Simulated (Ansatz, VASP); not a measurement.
# One calculation of BP, two programs

The input INCAR:

```
SYSTEM = BP
ALGO = Normal ; EDIFF = 1E-7
ENCUT = 520 ; GGA = PE
ISIF = 2 ; ISMEAR = 0
LASPH = .True. ; LCHARG = .False.
LREAL = .False. ; LWAVE = .False.
NBANDS = 11 ; NELM = 80
PREC = Accurate ; SIGMA = 0.05
```

File KPOINTS:

```
k-points
0
Gamma
  12 12 12
  0 0 0
```

Contents of POSCAR:

```
BP
1.0
    0.0000000000      2.2892727426      2.2892727426
    2.2892727426      0.0000000000      2.2892727426
    2.2892727426      2.2892727426      0.0000000000
B P
1 1
Direct
    0.0000000000      0.0000000000      0.0000000000
    0.7500000000      0.7500000000      0.7500000000
```

Input for Ansatz:

```yaml
crystal:
  lattice:
    - [0.0, 2.2892727413, 2.2892727413]
    - [2.2892727413, 0.0, 2.2892727413]
    - [2.2892727413, 2.2892727413, 0.0]
  atoms:
    - { symbol: B, position: [0.0, 0.0, 0.0] }
    - { symbol: P, position: [0.75, 0.75, 0.75] }
basis:
  ecutwfc: 420
  ecutrho_ratio: 4
kpoints:
  mp_grid: { grid: [12, 12, 12] }
hamiltonian:
  xc: pbe
scf:
  occupations: { method: gaussian, width: 0.05 }
output:
  forces: true
  stress: true
  eigenvalues: true
```

Alike in both runs: task single point; functional PBE; k mesh 12 × 12 × 12; occupations gaussian, width 0.05 eV; no spin polarisation.

|  | VASP | Ansatz |
| --- | --- | --- |
| version | VASP 6.6.1 | Ansatz 0.2.0 |
| potentials or method | VASP PAW PBE potentials, release 64 (B, P), cutoff 520 eV | scalar-relativistic, plane waves, PAW |
| valence electrons in the cell | 8 | 8 |

Ansatz gave:

- gap on the k mesh at the Fermi level (eV): 1.28
- least direct gap on the mesh (eV): 3.37
- pressure (GPa): -3.1

Question: What did VASP give for the same quantities?

Answer: gap on the k mesh at the Fermi level (eV): 1.27; least direct gap on the mesh (eV): 3.36; pressure (GPa): -3.3.
